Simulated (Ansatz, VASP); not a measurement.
## One calculation of SnO2, two programs

```
CELL_PARAMETERS angstrom
4.72914 0.00000 0.00000
0.00000 4.72914 0.00000
0.00000 0.00000 3.18471
ATOMIC_POSITIONS crystal
Sn 0.00000 0.00000 0.00000
Sn 0.50000 0.50000 0.50000
O 0.30630 0.30630 0.00000
O 0.19370 0.80630 0.50000
O 0.69370 0.69370 0.00000
O 0.80630 0.19370 0.50000
```

Change from the starting cell: mode 4 frozen in at +0.000 Å, equal normal strain along x, y and z -0.0083.

Alike in both runs: task single point; functional PBEsol; k mesh 6 × 6 × 8; occupations gaussian, width 0.05 eV; no spin polarisation.

```csv
,VASP,Ansatz
version,VASP 6.6.1,Ansatz 0.2.0
potentials or method,"VASP PAW PBE potentials, release 64 (Sn_d, O), cutoff 520 eV","scalar-relativistic, plane waves, PAW"
valence electrons in the cell,52,52
```

Ansatz gave:

```
gap on the k mesh at the Fermi level (eV)                     : 1.21
least direct gap on the mesh (eV)                             : 1.21
pressure (GPa)                                                : 5.3
traceless stress, the component that is largest in VASP (GPa) : 1.03
rms of the force components (eV/Å)                            : 0.042
```

Task: Estimate VASP's values.

Result: gap on the k mesh at the Fermi level (eV): 1.21; least direct gap on the mesh (eV): 1.21; pressure (GPa): 6.1; traceless stress, the component that is largest in VASP (GPa): 1.30; rms of the force components (eV/Å): 0.052.

VASP's potentials were made for PBE, not for PBEsol, and Ansatz warns of the same on its side. Atom by atom the forces differ by 0.010 eV/Å (rms over components).
